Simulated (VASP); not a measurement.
# Si (Fd-3m) in VASP: single point with PBE

Aim: the single point of Si with PBE.

All numbers are computed with VASP 6.6.1; they aren't measurements. Logs are shortened: lines on timing, memory, paths and dates and some standing lists are left out, and cuts for length are marked.

### Step 1. The cell of the first run

Symmetry: Fd-3m, No. 227, cubic system. The conventional cell has a = 5.470 Å, b = 5.470 Å, c = 5.470 Å, α = 90.00°, β = 90.00°, γ = 90.00°. Si (site symmetry -43m) has 4 Si at 2.37 Å within 3.1 Å.

### Step 2. Single point, PBE

Contents of INCAR:

```
ALGO = Normal
EDIFF = 1E-6
ENCUT = 500
GGA = PE
GGA_COMPAT = False
ISIF = 2
ISMEAR = 0
LASPH = True
LCHARG = True
LELF = True
LREAL = False
LVHAR = True
LWAVE = False
NBANDS = 11
NELM = 120
PREC = Accurate
SIGMA = 0.02
```

Contents of KPOINTS:

```
k-points
0
Gamma
  10 10 10
```

Contents of POSCAR:

```
Si
1.0
    0.0000000000      2.7348307987      2.7348307987
    2.7348307987      0.0000000000      2.7348307987
    2.7348307987      2.7348307987      0.0000000000
Si
2
Direct
    0.0000000000      0.0000000000      0.0000000000
    0.2500000000      0.2500000000      0.2500000000
```

Potentials or basis: VASP PAW PBE potentials, release 64 (Si).

Launch:

```bash
$ cat potpaw_PBE.64/Si/POTCAR > POTCAR
$ mpirun -np 1 vasp_std > vasp.out
```

OUTCAR:

```text
EDIFF = 1E-6
   ENCUT = 500
   GGA = PE
   ISIF = 2
   ISMEAR = 0
   LASPH = True
   LREAL = False
   NELM = 120
   PREC = Accurate

 ion  position               nearest neighbor table
   1  0.000  0.000  0.000-   2 2.37   2 2.37   2 2.37   2 2.37
   2  0.250  0.250  0.250-   1 2.37   1 2.37   1 2.37   1 2.37

  LATTYP: Found a face centered cubic cell.
 ALAT       =     5.4696615974

  Lattice vectors:

 A1 = (   0.0000000000,   2.7348307987,   2.7348307987)
 A2 = (   2.7348307987,   0.0000000000,   2.7348307987)
 A3 = (   2.7348307987,   2.7348307987,   0.0000000000)

Analysis of symmetry for initial positions (statically):
=====================================================================
 Subroutine PRICEL returns:
 Original cell was already a primitive cell.

 Routine SETGRP: Setting up the symmetry group for a
 face centered cubic supercell.

 Subroutine GETGRP returns: Found 48 space group operations
 (whereof 24 operations were pure point group operations)
 out of a pool of 48 trial point group operations.

The static configuration has the point symmetry T_d .
 The point group associated with its full space group is O_h .

Analysis of symmetry for dynamics (positions and initial velocities):
=====================================================================
 Subroutine PRICEL returns:
 Original cell was already a primitive cell.

 Routine SETGRP: Setting up the symmetry group for a
 face centered cubic supercell.

 Subroutine GETGRP returns: Found 48 space group operations
 (whereof 24 operations were pure point group operations)
 out of a pool of 48 trial point group operations.

The dynamic configuration has the point symmetry T_d .
 The point group associated with its full space group is O_h .

 Subroutine INISYM returns: Found 48 space group operations
 (whereof 24 operations are pure point group operations),
 and found     1 'primitive' translations

----------------------------------------------------------------------------------------

                                     Primitive cell

  volume of cell :      40.9092

  direct lattice vectors                    reciprocal lattice vectors
     0.000000000  2.734830799  2.734830799    -0.182826667  0.182826667  0.182826667
     2.734830799  0.000000000  2.734830799     0.182826667 -0.182826667  0.182826667
     2.734830799  2.734830799  0.000000000     0.182826667  0.182826667 -0.182826667

  length of vectors
     3.867634806  3.867634806  3.867634806     0.316665076  0.316665076  0.316665076

  position of ions in fractional coordinates (direct lattice)
[... 89 lines left out ...]
   PSTRESS=    0.0 pullay stress
   NELECT =       8.0000    total number of electrons
   NUPDOWN=      -1.0000    fix difference up-down
   EMIN   =  10.00;   EMAX   =-10.00  energy-range for DOS
   EFERMI =   0.00;   METHOD = LEGACY
   ISMEAR =     0;   SIGMA  =   0.02  broadening in eV -4-tet -1-fermi 0-gaus
   EFERMI_NEDOS =   21; number of points for ismear=-14 and -15
   IALGO  =     38    algorithm
   IMIX   =      4    mixing-type and parameters
     AMIX     =   0.40;   BMIX     =  1.00
     AMIX_MAG =   1.60;   BMIX_MAG =  1.00
  volume/ion in A,a.u.               =      20.45       138.03
  Fermi-wavevector in a.u.,A,eV,Ry     =   0.950235  1.795684 12.285334  0.902947
  Thomas-Fermi vector in A             =   2.078593
   LORBIT       =      0    0 simple, 1 ext, 2 COOP (PROOUT), +10 PAW based schemes
   GGA     = PE    functional components
   LHFCALC =     F    Hartree Fock is set to
   AEXX    =    0.0000 exact exchange contribution
   IVDW    =     0    specifies the selected vdW correction
   LEPSILON=     F    determine dielectric tensor
   LRPA    =     F    only Hartree local field effects (RPA)
 non-spin polarized calculation
 Gauss-broadening in eV      SIGMA  =   0.02
  energy-cutoff  :      500.00
  volume of cell :       40.91
 maximum number of plane-waves:      1056
   NGX = 15   NGY = 15   NGZ = 15

 number of electron       8.0000000 magnetization

 Free energy of the ion-electron system (eV)
  ---------------------------------------------------
  ext. energy  EPLUGINS =         0.00000000
  ---------------------------------------------------
  free energy    TOTEN  =       -10.84918613 eV

  energy without entropy =      -10.84918613  energy(sigma->0) =      -10.84918613

 E-fermi :   5.7108     XC(G=0):  -9.3254

 val. band max:        5.6108904725   @ k =   0.0000   0.0000   0.0000
 cond. band min:       6.2296154854   @ k =   0.4000   0.4000   0.0000
 fundamental gap:      0.6187250129
 Fermi energy:         5.7108190510

 k-point     1 :       0.0000    0.0000    0.0000
  band No.  band energies     occupation
      1      -6.2003      2.00000
      2       5.6109      2.00000
      3       5.6109      2.00000
      4       5.6109      2.00000
      5       8.1677      0.00000
      6       8.1677      0.00000
      7       8.1677      0.00000
      8       8.7389      0.00000
      9      13.3199      0.00000
     10      13.3199      0.00000
     11      13.4861      0.00000
[... 309 lines left out ...]
 k-point    24 :       0.4000    0.3000    0.0000
  band No.  band energies     occupation
      1      -4.0786      2.00000
      2       0.2189      2.00000
      3       2.8190      2.00000
      4       3.2283      2.00000
      5       6.6884      0.00000
      6       7.8771      0.00000
      7      12.4637      0.00000
      8      12.6048      0.00000
      9      16.0186      0.00000
     10      16.1465      0.00000
     11      17.6284      0.00000

 [... further k-points ...]

------------------------ aborting loop because EDIFF is reached ----------------------------------------

  FORCE on cell =-STRESS in cart. coord.  units (eV):
  Direction    XX          YY          ZZ          XY          YZ          ZX
  --------------------------------------------------------------------------------------
  -------------------------------------------------------------------------------------
  Total       -0.0125115     -0.0125115     -0.0125115      0.0000000      0.0000000      0.0000000
  in kB       -0.4900032     -0.4900032     -0.4900032      0.0000000      0.0000000      0.0000000
  external PRESSURE =      -0.4900032 kB  Pullay stress =       0.0000000 kB

 VOLUME and BASIS-vectors are now :
 -----------------------------------------------------------------------------
  energy-cutoff  :      500.00
  volume of cell :       40.91
      direct lattice vectors                 reciprocal lattice vectors
     0.000000000  2.734830799  2.734830799    -0.182826667  0.182826667  0.182826667
     2.734830799  0.000000000  2.734830799     0.182826667 -0.182826667  0.182826667
     2.734830799  2.734830799  0.000000000     0.182826667  0.182826667 -0.182826667

 POSITION                                       TOTAL-FORCE (eV/Angst)
 -----------------------------------------------------------------------------------
      0.00000      0.00000      0.00000        -0.000000     -0.000000     -0.000000
      1.36742      1.36742      1.36742         0.000000      0.000000      0.000000
 -----------------------------------------------------------------------------------
    total drift:                                0.000000      0.000000     -0.000000

  FREE ENERGIE OF THE ION-ELECTRON SYSTEM (eV)
  ---------------------------------------------------
  free  energy   TOTEN  =       -10.8491861255 eV

  energy  without entropy=      -10.8491861255  energy(sigma->0) =      -10.84918613
```

OSZICAR:

```text
N       E                     dE             d eps       ncg     rms          rms(c)
DAV:   1     0.673832515276E+01    0.67383E+01   -0.32002E+03  1034   0.553E+02
DAV:   2    -0.104112908224E+02   -0.17150E+02   -0.16343E+02  1396   0.818E+01
DAV:   3    -0.110119047790E+02   -0.60061E+00   -0.59828E+00  1317   0.128E+01
DAV:   4    -0.110170631049E+02   -0.51583E-02   -0.51578E-02  1257   0.150E+00
DAV:   5    -0.110171120901E+02   -0.48985E-04   -0.48985E-04  1333   0.138E-01    0.475E+00
DAV:   6    -0.109013550716E+02    0.11576E+00   -0.64996E-02  1166   0.105E+00    0.289E+00
DAV:   7    -0.108476764538E+02    0.53679E-01   -0.12746E-01  1194   0.158E+00    0.167E-01
DAV:   8    -0.108489480889E+02   -0.12716E-02   -0.56882E-03  1187   0.404E-01    0.793E-02
DAV:   9    -0.108491611803E+02   -0.21309E-03   -0.20733E-04  1270   0.870E-02    0.580E-02
DAV:  10    -0.108491854193E+02   -0.24239E-04   -0.20816E-05  1228   0.263E-02    0.501E-03
DAV:  11    -0.108491861255E+02   -0.70620E-06   -0.20427E-06  1260   0.741E-03
   1 F= -.10849186E+02 E0= -.10849186E+02  d E =-.487211E-15
```

stdout:

```text
POSCAR found type information on POSCAR Si
 POSCAR found :  1 types and       2 ions
 scaLAPACK will be used
 LDA part: xc-table for (Slater+PW92), standard interpolation
 POSCAR, INCAR and KPOINTS ok, starting setup
 FFT: planning ... GRIDC
 FFT: planning ... GRID_SOFT
 FFT: planning ... GRID
 WAVECAR not read
 entering main loop
```

Wall time 9.8 s (1 thread of Intel Xeon 6975P-C (Granite Rapids), shared host); peak memory 0.15 GiB.

What came out:

| Item | Value |
| --- | --- |
| Free energy | -10.8492 eV |
| Pressure | 0.0 GPa |
| Band gap on the k mesh | 0.62 eV (least direct gap 2.56 eV) |

A k mesh can miss the band edges.
